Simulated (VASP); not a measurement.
Write the native input for VASP 6.6.1 that does the following.

| Property | Result |
| --- | --- |
| Task | single point |
| Functional | r2SCAN |
| Dispersion | D4 |
| Potentials or basis | VASP PAW PBE potentials, release 64 (Ir_sv_GW) |
| Cutoff | 620 eV |
| k mesh | 13 × 13 × 13 |
| Occupations | fermi-dirac, width 0.15 eV |
| Spin | no spin polarisation |
| Dipole correction | no |
| Further INCAR settings | ALGO = Normal; EDIFF = 1e-06; NBANDS = 14 |

The system is Ir.

```
Ir
1.0
     0.00000    1.91902    1.91902
     1.91902    0.00000    1.91902
     1.91902    1.91902    0.00000
Ir
1
Direct
  0.00000 0.00000 0.00000
```

The input as run:

POSCAR

```
Ir
1.0
    0.0000000000      1.9190196666      1.9190196666
    1.9190196666      0.0000000000      1.9190196666
    1.9190196666      1.9190196666      0.0000000000
Ir
1
Direct
    0.0000000000      0.0000000000      0.0000000000
```

INCAR.step1

```
  PREC = Accurate
  ENCUT = 620
  ISMEAR = -1
  SIGMA = 0.15
  LREAL = False
  LASPH = True
  NELM = 120
  NBANDS = 14
  GGA = PE
  ALGO = Normal
  EDIFF = 1E-5
  LWAVE = True
  LCHARG = False
  GGA_COMPAT = False
```

INCAR.step2

```
  PREC = Accurate
  ENCUT = 620
  EDIFF = 1E-6
  ISMEAR = -1
  SIGMA = 0.15
  LREAL = False
  LASPH = True
  NELM = 120
  ALGO = Normal
  ISIF = 2
  LWAVE = False
  LCHARG = False
  METAGGA = R2SCAN
  LMIXTAU = True
  IVDW = 13
  VDW_S6 = 1.0
  VDW_S8 = 0.6018749
  VDW_A1 = 0.51559235
  VDW_A2 = 5.77342911
  NBANDS = 14
  ISTART = 1
  GGA_COMPAT = False
```

KPOINTS

```
Automatic mesh
0
Gamma
  13 13 13
```

Potentials or basis: VASP PAW PBE potentials, release 64 (Ir_sv_GW).

Command:

```bash
$ cat potpaw_PBE.64/Ir_sv_GW/POTCAR > POTCAR
$ cp INCAR.step1 INCAR
$ mpirun -np 1 vasp_std > vasp.out
$ cp INCAR.step2 INCAR
$ mpirun -np 1 vasp_std > vasp.out
```

Results of the run:

The pressure is -1.0 GPa, the band gap on the k mesh is zero (an odd number of electrons rules out a gap without spin polarisation) and the dispersion energy per atom is -0.299 eV.

Caveat: the PAW data sets were made with another functional, which shifts forces and pressure a little; spin-orbit coupling is left out, which moves the levels of the heavy elements.

Run time: 82 s on 1 thread of AMD EPYC 7R13 Processor (Zen 3), with other jobs on the host, peak memory 0.13 GiB.
